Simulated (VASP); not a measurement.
# FeO in VASP: notebook

Aim: see how the results for FeO move with the level of theory and the settings. Levels: BLYP+D4, PBE, PBE-based screened hybrid with 25 % exact exchange. Tasks: single point.

Program: VASP 6.6.1. These are calculated values, not measurements. Logs are shortened: lines on timing, memory, paths and dates and some standing lists are left out, and cuts for length are marked.

### 1 The cell of the first run

Symmetry: P-6m2, No. 187, hexagonal system. The conventional cell has a = 2.860 Å, b = 2.860 Å, c = 2.764 Å, α = 90.00°, β = 90.00°, γ = 120.00°. Within 2.9 Å of Fe (site symmetry -6m2) lie 6 O at 2.15 Å and 8 Fe at 2.76 to 2.86 Å. Within 2.9 Å of O (site symmetry -6m2) lie 6 Fe at 2.15 Å and 8 O at 2.76 to 2.86 Å.

### 2 Single point, BLYP+D4, collinear spin, ferromagnetic start

File INCAR:

```
SYSTEM = FeO
PREC = Accurate ; ENCUT = 700
EDIFF = 1E-6 ; ISMEAR = -1
SIGMA = 0.05 ; LREAL = .FALSE.
LASPH = .TRUE. ; NELM = 200
ALGO = Normal ; ISIF = 2
LWAVE = .FALSE. ; LCHARG = .FALSE.
ISPIN = 2 ; MAGMOM = 3 0
LORBIT = 11 ; LMAXMIX = 4
GGA = B5 ; ALDAX = 1.0
AGGAX = 1.0 ; AGGAC = 1.0
ALDAC = 0.0 ; IVDW = 13
VDW_S6 = 1.0 ; VDW_S8 = 2.34076671
VDW_A1 = 0.44488865 ; VDW_A2 = 4.0933009
NBANDS = 22 ; GGA_COMPAT = .FALSE.
```

File KPOINTS:

```
Automatic mesh
0
G
  10 10 9
  0 0 0
```

File POSCAR:

```
FeO
1.0
    2.8597826322     -0.0000000028      0.0000000000
   -1.4298913136      2.4766444102      0.0000000000
    0.0000000000      0.0000000000      2.7640052738
Fe O
1 1
Direct
    0.0000000000      0.0000000000      0.0000000000
    0.6666666667      0.3333333333      0.5000000000
```

Potentials or basis: VASP PAW PBE potentials, release 64 (Fe_sv, O).

On the command line:

```console
> cat potpaw_PBE.64/Fe_sv/POTCAR potpaw_PBE.64/O/POTCAR > POTCAR
> mpirun -np 1 vasp_std > vasp.out
```

OUTCAR:

```text
SYSTEM = FeO
   PREC = Accurate
   ENCUT = 700
   EDIFF = 1E-6
   ISMEAR = -1
   LREAL = .FALSE.
   LASPH = .TRUE.
   NELM = 200
   ISIF = 2
   ISPIN = 2
   LORBIT = 11
   GGA = B5
   IVDW = 13

 ion  position               nearest neighbor table
   1  0.000  0.000  0.000-   2 2.15   2 2.15   2 2.15   2 2.15   2 2.15   2 2.15
   2  0.667  0.333  0.500-   1 2.15   1 2.15   1 2.15   1 2.15   1 2.15   1 2.15

  LATTYP: Found a hexagonal cell.
 ALAT       =     2.8597826322
 C/A-ratio  =     0.9665088677

  Lattice vectors:

 A1 = (   2.8597826322,  -0.0000000028,   0.0000000000)
 A2 = (  -1.4298913136,   2.4766444102,   0.0000000000)
 A3 = (   0.0000000000,   0.0000000000,   2.7640052738)

Analysis of symmetry for initial positions (statically):
=====================================================================
 Subroutine PRICEL returns:
 Original cell was already a primitive cell.

 Routine SETGRP: Setting up the symmetry group for a
 hexagonal supercell.

 Subroutine GETGRP returns: Found 12 space group operations
 (whereof 12 operations were pure point group operations)
 out of a pool of 24 trial point group operations.

The static configuration has the point symmetry D_3h.

Analysis of symmetry for dynamics (positions and initial velocities):
=====================================================================
 Subroutine PRICEL returns:
 Original cell was already a primitive cell.

 Routine SETGRP: Setting up the symmetry group for a
 hexagonal supercell.

 Subroutine GETGRP returns: Found 12 space group operations
 (whereof 12 operations were pure point group operations)
 out of a pool of 24 trial point group operations.

The dynamic configuration has the point symmetry D_3h.

Analysis of structural, dynamic, and magnetic symmetry:
=====================================================================
 Subroutine PRICEL returns:
 Original cell was already a primitive cell.

 Routine SETGRP: Setting up the symmetry group for a
 hexagonal supercell.

 Subroutine GETGRP returns: Found 12 space group operations
 (whereof 12 operations were pure point group operations)
 out of a pool of 24 trial point group operations.

The overall configuration has the point symmetry D_3h.

 Subroutine INISYM returns: Found 12 space group operations
 (whereof 12 operations are pure point group operations),
 and found     1 'primitive' translations

[... 115 lines left out ...]
  volume/ion in A,a.u.               =       9.79        66.05
  Fermi-wavevector in a.u.,A,eV,Ry     =   1.702043  3.216395 39.415405  2.896951
  Thomas-Fermi vector in A             =   2.781885
   LORBIT       =     11    0 simple, 1 ext, 2 COOP (PROOUT), +10 PAW based schemes
   GGA     = B5    functional components
   LHFCALC =     F    Hartree Fock is set to
   AEXX    =    0.0000 exact exchange contribution
   IVDW    =    13    specifies the selected vdW correction
   LEPSILON=     F    determine dielectric tensor
   LRPA    =     F    only Hartree local field effects (RPA)
 spin polarized calculation
  energy-cutoff  :      700.00
  volume of cell :       19.58
 maximum number of plane-waves:       833
 NGX is ok and might be reduce to    28
   NGX = 13   NGY = 13   NGZ = 11

 number of electron      21.9999992 magnetization       3.9851829

 Free energy of the ion-electron system (eV)
  ---------------------------------------------------
  ext. energy  EPLUGINS =         0.00000000
  ---------------------------------------------------
  free energy    TOTEN  =       -13.99590305 eV

  energy without entropy =      -13.99350957  energy(sigma->0) =      -13.99470631

 E-fermi :   9.6969     XC(G=0): -12.1306

 val. band max:        9.5992412850   @ k =   0.0000   0.0000   0.4444
 cond. band min:       9.7118075705   @ k =   0.1000   0.0000   0.4444
 fundamental gap:      0.1125662855
 Fermi energy:         9.6968547403

 spin component 1

 k-point     1 :       0.0000    0.0000    0.0000
  band No.  band energies     occupation
      1     -79.4116      1.00000
      2     -45.7038      1.00000
      3     -45.5845      1.00000
      4     -45.5845      1.00000
      5     -10.4849      1.00000
      6       4.7486      1.00000
[... 589 lines left out ...]
     21      37.4313      0.00000
     22      39.4301      0.00000

 [... further k-points ...]

 spin component 2

 k-point     1 :       0.0000    0.0000    0.0000
  band No.  band energies     occupation
      1     -75.3105      1.00000
      2     -41.6604      1.00000
      3     -41.6604      1.00000
      4     -41.6262      1.00000
      5      -9.8677      1.00000
      6       6.2441      1.00000
[... 589 lines left out ...]
     21      37.9527      0.00000
     22      40.0799      0.00000

 [... further k-points ...]

------------------------ aborting loop because EDIFF is reached ----------------------------------------

  DFT-D4 for vdW energy calculation

  Edisp (eV):   -0.92488

  FORCE on cell =-STRESS in cart. coord.  units (eV):
  Direction    XX          YY          ZZ          XY          YZ          ZX
  --------------------------------------------------------------------------------------
  -------------------------------------------------------------------------------------
  Total      -0.12590    -0.12590    -0.16402    -0.00000     0.00000     0.00000
  in kB     -10.30387   -10.30387   -13.42362    -0.00000     0.00000     0.00000
  external pressure =      -11.34 kB  Pullay stress =        0.00 kB

 VOLUME and BASIS-vectors are now :
 -----------------------------------------------------------------------------
  energy-cutoff  :      700.00
  volume of cell :       19.58
      direct lattice vectors                 reciprocal lattice vectors
     2.859782632 -0.000000003  0.000000000     0.349676926  0.201886067  0.000000000
    -1.429891314  2.476644410  0.000000000     0.000000000  0.403772135  0.000000000
     0.000000000  0.000000000  2.764005274     0.000000000  0.000000000  0.361793810

 POSITION                                       TOTAL-FORCE (eV/Angst)
 -----------------------------------------------------------------------------------
      0.00000      0.00000      0.00000         0.000000      0.000000      0.000000
      1.42989      0.82555      1.38200        -0.000000     -0.000000      0.000000
 -----------------------------------------------------------------------------------
    total drift:                               -0.000000      0.000000      0.000000

  FREE ENERGIE OF THE ION-ELECTRON SYSTEM (eV)
  ---------------------------------------------------
  free  energy   TOTEN  =       -14.9207878320 eV

  energy  without entropy=      -14.9183943537  energy(sigma->0) =      -14.91959109

 total charge

# of ion       s       p       d       tot
------------------------------------------
    1        2.108   6.002   5.519  13.630
    2        1.548   3.453   0.000   5.001
--------------------------------------------------
tot          3.656   9.455   5.519  18.631

 magnetization (x)

# of ion       s       p       d       tot
------------------------------------------
    1        0.007   0.007   3.422   3.437
    2        0.030   0.341   0.000   0.372
--------------------------------------------------
tot          0.038   0.348   3.422   3.808
```

OSZICAR:

```text
N       E                     dE             d eps       ncg     rms          rms(c)
DAV:   1     0.337355515486E+03    0.33736E+03   -0.14181E+04  6292   0.159E+03
DAV:   2     0.222932303348E+01   -0.33513E+03   -0.31612E+03  6286   0.502E+02
DAV:   3    -0.166665247192E+02   -0.18896E+02   -0.18598E+02  7590   0.136E+02
DAV:   4    -0.169952067734E+02   -0.32868E+00   -0.32862E+00  6882   0.197E+01
DAV:   5    -0.170043046285E+02   -0.90979E-02   -0.90977E-02  7660   0.339E+00    0.171E+01
DAV:   6    -0.147021319882E+02    0.23022E+01   -0.15417E+01  9862   0.593E+01    0.263E+01
DAV:   7    -0.140263223546E+02    0.67581E+00   -0.29244E+00  8666   0.363E+01    0.108E+01
DAV:   8    -0.140138475178E+02    0.12475E-01   -0.17309E-01  7484   0.376E+00    0.585E+00
DAV:   9    -0.140045412405E+02    0.93063E-02   -0.61107E-02 10036   0.399E+00    0.165E+00
DAV:  10    -0.139954877008E+02    0.90535E-02   -0.29280E-02  9452   0.327E+00    0.217E-01
DAV:  11    -0.139958517033E+02   -0.36400E-03   -0.30202E-03  8416   0.488E-01    0.972E-02
DAV:  12    -0.139959041110E+02   -0.52408E-04   -0.18224E-04  8894   0.180E-01    0.602E-02
DAV:  13    -0.139959023644E+02    0.17466E-05   -0.58694E-05  8834   0.112E-01    0.137E-02
DAV:  14    -0.139959030475E+02   -0.68305E-06   -0.64843E-06  7404   0.267E-02
   1 F= -.14920788E+02 E0= -.14919591E+02  d E =-.239348E-02  mag=     3.9853
```

stdout:

```text
POSCAR found type information on POSCAR FeO
 POSCAR found :  2 types and       2 ions
 scaLAPACK will be used
 -----------------------------------------------------------------------------
|                                                                             |
|                                                                             |
|     You enforced a specific xc type in the INCAR file but a different       |
|     I HOPE YOU KNOW WHAT YOU ARE DOING!                                     |
|                                                                             |
 -----------------------------------------------------------------------------

 LDA part: xc-table for (Slater(with rela. corr.)+VWN5), standard interpolation
 POSCAR, INCAR and KPOINTS ok, starting setup
 FFT: planning ... GRIDC
 FFT: planning ... GRID_SOFT
 FFT: planning ... GRID
 WAVECAR not read
 entering main loop
```

Run time: 62 s. Hardware: 1 thread of AMD EPYC 9R45 (Zen 5), shared host; peak memory 0.17 GiB.

What came out:

* Free energy: -14.9208 eV
* Pressure: -1.1 GPa
* Band gap on the k mesh: zero (filled and empty bands overlap)
* Net moment: 3.99 μB per cell
* Site moments: Fe +3.44; O +0.37 μB
* Valence electrons inside the program's atomic spheres: Fe 13.63; O 5.00
* Dispersion energy per atom: -0.462 eV

Caveat: the PAW data sets were made with another functional, which shifts forces and pressure a little; a cell with one magnetic atom can't hold antiferromagnetic order, which such compounds often take; semilocal functionals often make such compounds metallic where correlation or magnetic order opens a gap, which also shifts bond lengths. With open d or f shells a metallic result of BLYP can be an artefact of self-interaction; +U or a hybrid may open a gap.

### 3 Single point, PBE, collinear spin, ferromagnetic start (atoms moved at random)

File INCAR:

```
  PREC = Accurate
  ENCUT = 520
  EDIFF = 1E-6
  ISMEAR = -1
  SIGMA = 0.05
  LREAL = False
  LASPH = True
  NELM = 150
  ALGO = Normal
  ISIF = 2
  LWAVE = False
  LCHARG = False
  ISPIN = 2
  MAGMOM = 3 0
  LORBIT = 11
  LMAXMIX = 4
  GGA = PE
  NBANDS = 18
```

File KPOINTS:

```
regular mesh
0
Gamma
  10 10 9
```

File POSCAR:

```
FeO
1.0
    2.9029055100      0.0000000000      0.0000000000
   -1.4514527500      2.5139899200      0.0000000000
    0.0000000000      0.0000000000      2.8330919500
Fe O
1 1
Direct
    0.0115930000      0.0044960000     -0.0186710000
    0.6457660000      0.3279620000      0.5074370000
```

Potentials or basis: VASP PAW PBE potentials, release 64 (Fe, O).

On the command line:

```console
> cat potpaw_PBE.64/Fe/POTCAR potpaw_PBE.64/O/POTCAR > POTCAR
> mpirun -np 1 vasp_std > vasp.out
```

It took 3.3 min on 1 thread of Intel Xeon Platinum 8259CL at 2.50GHz (Skylake/Cascade Lake), shared host; peak memory 0.36 GiB.

It converged, with:

```yaml
Free_energy: -14.9359 eV
Pressure: -9.3 GPa
Largest_force: 0.436 eV/Å
Band_gap_on_the_k_mesh: 0.02 eV (least direct gap 0.09 eV)
Net_moment: 4.00 μB per cell
Site_moments: Fe +3.58; O +0.35 μB
Valence_electrons_inside_the_program's_atomic_spheres: Fe 6.70; O 4.96
```

Forces in eV/Å, atoms in the order of the input:
```
Fe  -0.323 -0.115  0.270
O    0.323  0.115 -0.270
```

Stress tensor (GPa, compression positive):
```
 -7.44   0.41  -1.06
  0.41  -7.91  -0.41
 -1.06  -0.41 -12.49
```

Levels at points of the mesh, in eV from the valence-band top:
Spin up:
| k point | band 6 | band 7 | band 8 | band 9 | band 10 | band 11 | band 12 | band 13 |
| --- | --- | --- | --- | --- | --- | --- | --- | --- |
| (0.00, 0.00, 0.00) | -2.81 | -2.73 | -1.17 | -0.90 | 0.30 | 13.85 | 15.44 | 15.93 |
| (0.50, 0.00, 0.00) | -2.90 | -2.20 | -2.10 | -0.38 | 5.04 | 8.20 | 14.11 | 16.13 |
| (0.00, 0.50, 0.00) | -2.90 | -2.14 | -2.05 | -0.65 | 5.09 | 8.03 | 14.05 | 16.30 |
| (0.50, 0.50, 0.00) | -2.90 | -2.14 | -2.04 | -0.76 | 5.13 | 7.98 | 14.12 | 16.23 |
Spin down:
```tsv
k point	band 2	band 3	band 4	band 5	band 6	band 7	band 8	band 9
(0.00, 0.00, 0.00)	-3.19	-3.17	-3.00	-1.64	0.97	1.22	1.28	1.47
(0.50, 0.00, 0.00)	-6.88	-3.65	-2.92	-1.39	1.11	1.12	1.33	2.49
(0.00, 0.50, 0.00)	-6.79	-3.49	-3.11	-1.22	1.06	1.11	1.35	2.24
(0.50, 0.50, 0.00)	-6.75	-3.43	-3.11	-1.24	1.05	1.10	1.36	2.13
```

Caveat: the cell differs from its parent crystal (atoms moved at random); the stress differs along the axes, from -12 to -7 GPa; the smearing spreads over this small gap; a cell with one magnetic atom can't hold antiferromagnetic order, which such compounds often take. A k mesh can miss the band edges.

### 4 Single point, PBE-based screened hybrid with 25 % exact exchange, collinear spin, ferromagnetic start

This run uses another cell than the first one, of 10.34 Å³/atom.

File POSCAR:

```
FeO
1.0
    2.9029055100      0.0000000000      0.0000000000
   -1.4514527500      2.5139899200      0.0000000000
    0.0000000000      0.0000000000      2.8330919500
Fe O
1 1
Direct
    0.0000000000      0.0000000000      0.0000000000
    0.6666666667      0.3333333333      0.5000000000
```

File INCAR.step1:

```
SYSTEM = FeO
ALGO     = Normal         ! electronic algorithm
EDIFF    = 1E-5           ! SCF threshold, eV
ENCUT    = 520            ! plane-wave cutoff, eV
GGA      = PE             ! functional
ISIF     = 2              ! what is computed and relaxed
ISMEAR   = -1             ! smearing method
ISPIN    = 2              ! spin polarisation
LASPH    = .True.         ! aspherical terms in the spheres
LCHARG   = .False.        ! write CHGCAR
LMAXMIX  = 4              ! l up to which the mixer works
LORBIT   = 11             ! projections on sites
LREAL    = .False.        ! projectors in reciprocal space
LWAVE    = .True.         ! write WAVECAR
MAGMOM   = 3 0            ! initial moments
NBANDS   = 18             ! bands
NELM     = 150            ! most SCF steps
PREC     = Accurate       ! precision mode
SIGMA    = 0.05           ! smearing width, eV
```

File INCAR.step2:

```
SYSTEM = FeO
AEXX     = 0.25           ! exact-exchange fraction
ALGO     = Normal         ! electronic algorithm
EDIFF    = 1E-7           ! SCF threshold, eV
ENCUT    = 520            ! plane-wave cutoff, eV
GGA      = PE             ! functional
HFSCREEN = 0.3            ! screening, 1/A
ISIF     = 2              ! what is computed and relaxed
ISMEAR   = -1             ! smearing method
ISPIN    = 2              ! spin polarisation
ISTART   = 1            
LASPH    = .True.         ! aspherical terms in the spheres
LCHARG   = .False.        ! write CHGCAR
LHFCALC  = .True.         ! exact exchange
LMAXMIX  = 4              ! l up to which the mixer works
LORBIT   = 11             ! projections on sites
LREAL    = .False.        ! projectors in reciprocal space
LWAVE    = .False.        ! write WAVECAR
MAGMOM   = 3 0            ! initial moments
NBANDS   = 18             ! bands
NELM     = 150            ! most SCF steps
PREC     = Accurate       ! precision mode
PRECFOCK = Normal       
SIGMA    = 0.05           ! smearing width, eV
```

File KPOINTS:

```
k-points
0
Gamma
  5 5 5
  0 0 0
```

On the command line:

```console
> cat potpaw_PBE.64/Fe/POTCAR potpaw_PBE.64/O/POTCAR > POTCAR
> cp INCAR.step1 INCAR
> mpirun -np 1 vasp_std > vasp.out
> cp INCAR.step2 INCAR
> mpirun -np 1 vasp_std > vasp.out
```

It took 72 min on 1 thread of AMD EPYC 7R43 (Zen 3), shared host; peak memory 0.23 GiB.

The run converged. Its results:

```
Free energy                                           : -20.5460 eV
Pressure                                              : -15.7 GPa
Band gap on the k mesh                                : 0.05 eV (least direct gap 0.34 eV)
Net moment                                            : 4.01 μB per cell
Site moments                                          : Fe +3.71; O +0.29 μB
Valence electrons inside the program's atomic spheres : Fe 6.63; O 5.01
```

Stress tensor (GPa, compression positive):
```
-12.00   0.00   0.00
  0.00 -12.00   0.00
  0.00   0.00 -23.24
```

Levels at points of the mesh, in eV from the valence-band top:
Spin up:
```tsv
k point	band 5	band 6	band 7	band 8	band 9	band 10	band 11	band 12	band 13	band 14
(0.00, 0.00, 0.00)	-6.22	-6.22	-4.93	-3.08	-3.08	0.05	13.85	15.81	15.81	18.00
```
Spin down:
```csv
k point,band 1,band 2,band 3,band 4,band 5,band 6,band 7,band 8,band 9,band 10
"(0.00, 0.00, 0.00)",-22.13,-4.30,-4.30,-4.17,-2.99,0.93,1.85,1.85,2.52,2.52
```

Caveat: the k points lie up to 0.50 Å⁻¹ apart; the smearing spreads over this small gap; the PAW data sets were made with another functional, which shifts forces and pressure a little; a cell with one magnetic atom can't hold antiferromagnetic order, which such compounds often take.

### 5 Overview

```tsv
level	potentials or basis	cell	k mesh	cutoff (eV)	grid for exact exchange (PRECFOCK)	share of exact exchange	screening parameter	gap on the mesh (eV)	pressure (GPa)	moment (μB)
BLYP+D4	VASP PAW PBE potentials, release 64 (Fe_sv, O)	a = 2.860, b = 2.860, c = 2.764 Å, angles 90.0, 90.0, 120.0°, 2 atoms, atomic positions A	10 × 10 × 9	700	-	-	-	none	-1.1	3.99
PBE	VASP PAW PBE potentials, release 64 (Fe, O)	a = 2.903, b = 2.903, c = 2.833 Å, angles 90.0, 90.0, 120.0°, 2 atoms, atomic positions B	10 × 10 × 9	520	-	-	-	0.02	-9.3	4.00
PBE-based screened hybrid with 25 % exact exchange	VASP PAW PBE potentials, release 64 (Fe, O)	a = 2.903, b = 2.903, c = 2.833 Å, angles 90.0, 90.0, 120.0°, 2 atoms, atomic positions A	5 × 5 × 5	520	Normal	0.25	0.3 1/Å	0.05	-15.7	4.01
```

Alike in all rows: task single point; spin collinear, ferromagnetic start; smearing fermi-dirac 0.05 eV.

Caveats: some runs use coarse meshes; a cell with one magnetic atom can't hold antiferromagnetic order, which such compounds often take; the PAW data sets were made with another functional, which shifts forces and pressure a little (at least some runs); the smearing spreads over this small gap (at least some runs); semilocal functionals often make such compounds metallic where correlation or magnetic order opens a gap, which also shifts bond lengths (at least some runs); the stress differs along the axes, from -12 to -7 GPa (at least some runs).

Total energies depend on the potentials used, so only differences within one code and one set of settings carry meaning.

The gap in the log of VASP goes by the Fermi energy; the results here count the filled bands.